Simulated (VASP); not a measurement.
Here is a VASP 6.6.1 calculation.

INCAR

```
SYSTEM = MgO
PREC     = Accurate       ! precision mode
ENCUT    = 520            ! plane-wave cutoff, eV
EDIFF    = 1E-6           ! SCF threshold, eV
ISMEAR   = 0              ! smearing method
SIGMA    = 0.05           ! smearing width, eV
LREAL    = .False.        ! projectors in reciprocal space
LASPH    = .True.         ! aspherical terms in the spheres
NELM     = 60             ! most SCF steps
ALGO     = Normal         ! electronic algorithm
ISIF     = 2              ! what is computed and relaxed
LWAVE    = .False.        ! write WAVECAR
LCHARG   = .False.        ! write CHGCAR
GGA      = PE             ! functional
NBANDS   = 11             ! bands
```

KPOINTS

```
regular mesh
0
Gamma
  10 10 10
  0 0 0
```

Contents of POSCAR:

```
MgO
1.0
    0.1105628498      2.1836162842      2.1836162842
    2.1836162842      0.1105628498      2.1836162842
    2.1836162842      2.1836162842      0.1105628498
Mg O
1 1
Direct
    0.0000000000      0.0000000000      0.0000000000
    0.5000000000      0.5000000000      0.5000000000
```

Potentials or basis: VASP PAW PBE potentials, release 64 (Mg, O).

Run with:

```bash
$ cat potpaw_PBE.64/Mg/POTCAR potpaw_PBE.64/O/POTCAR > POTCAR
$ mpirun -np 1 vasp_std > vasp.out
```

Problem. What does it give for the pressure?

Solution. -0.7 GPa.

Problem. Predict the band gap on the k mesh.

Solution. 4.12 eV, direct.

Stress tensor (GPa, compression positive):
```
-0.65 -8.11 -8.11
-8.11 -0.65 -8.11
-8.11 -8.11 -0.65
```
